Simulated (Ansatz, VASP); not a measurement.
## Pb in VASP and in Ansatz

Contents of INCAR:

```
SYSTEM = Pb
ALGO = Normal
EDIFF = 1E-8
ENCUT = 400
GGA = PE
GGA_COMPAT = .FALSE.
ISIF = 2
ISMEAR = -1
LASPH = .TRUE.
LCHARG = .FALSE.
LEFG = .TRUE.
LREAL = .FALSE.
LWAVE = .FALSE.
NBANDS = 13
NELM = 120
PREC = Accurate
SIGMA = 0.05
```

Contents of KPOINTS:

```
k-points
0
G
  12 12 12
  0 0 0
```

Contents of POSCAR:

```
Pb
1.0
    0.0000000000      2.4490443969      2.4490443969
    2.4490443969      0.0000000000      2.4490443969
    2.4490443969      2.4490443969      0.0000000000
Pb
1
Direct
    0.0000000000      0.0000000000      0.0000000000
```

Input for Ansatz:

```yaml
crystal:
  lattice:
    - [0.0, 2.4490443969, 2.4490443969]
    - [2.4490443969, 0.0, 2.4490443969]
    - [2.4490443969, 2.4490443969, 0.0]
  atoms:
    - { symbol: Pb, position: [0.0, 0.0, 0.0] }
kpoints:
  mp_grid: { grid: [12, 12, 12] }
scf:
  occupations: { method: fermi_dirac, width: 0.05 }
hamiltonian:
  xc: pbe
  pseudopotentials: { kind: paw }
output:
  forces: true
  stress: true
  eigenvalues: true
  efg: { contact_densities: true }
```

Change from the starting cell: volume scaled by 0.975, PAW files.

Alike in both runs: task electric field gradients; functional PBE; k mesh 12 × 12 × 12; occupations fermi-dirac, width 0.05 eV; no spin polarisation.

|  | VASP | Ansatz |
| --- | --- | --- |
| version | VASP 6.6.1 | Ansatz 0.2.0 |
| potentials or method | VASP PAW PBE potentials, release 64 (Pb_d) | PAW with Ansatz's default frozen-core files, scalar-relativistic |
| plane-wave cutoff (eV) | 400 | 420 |
| valence electrons in the cell | 14 | 14 |

Ansatz gave:

| Property | Result |
| --- | --- |
| pressure (GPa) | 4.4 |

Question: Which values does VASP return?

Answer: Pressure (GPa): 4.3.

The functional is the same, so the differences come from potentials, cutoffs and numerics.

Spin-orbit coupling is off throughout.
